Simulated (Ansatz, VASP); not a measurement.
YbAg2P2: VASP beside Ansatz

```
Ag P Yb
1.0
     2.09844    3.63460    0.00000
    -2.09844    3.63460    0.00000
     0.00000    0.00000    7.01455
Ag P Yb
2 2 1
Cartesian
  -0.0002 2.4232 4.4472
  0.0002 4.8460 2.5673
  -0.0002 2.4232 1.8161
  0.0002 4.8460 5.1985
  0.0000 0.0000 0.0000
```

Alike in both runs: task single point; functional PBE; k mesh 7 × 7 × 4; no spin polarisation.

|  | VASP | Ansatz |
| --- | --- | --- |
| version | VASP 6.6.1 | Ansatz 0.2.0 |
| potentials or method | VASP PAW PBE potentials, release 64 (Ag, P, Yb), cutoff 520 eV | PAW plane waves |
| occupations | fermi-dirac, width 0.1 eV | fermi-dirac |
| valence electrons in the cell | 56 | 72 |

```csv
,VASP,Ansatz,Ansatz less VASP
pressure (GPa),-6.2,-3.4,+2.89
"traceless stress, the component that is largest in VASP (GPa)",-1.45,-1.41,+0.031
rms of the force components (eV/Å),0.269,0.268,-0.0018
```

Atom by atom the forces differ by 0.002 eV/Å (rms over components). VASP's potentials hold 56 valence electrons a cell and Ansatz's 72, so a difference there can come from the potentials and not from the codes. Ansatz's warnings: structure snapped to symmetry.

Neither program's run includes spin-orbit coupling.
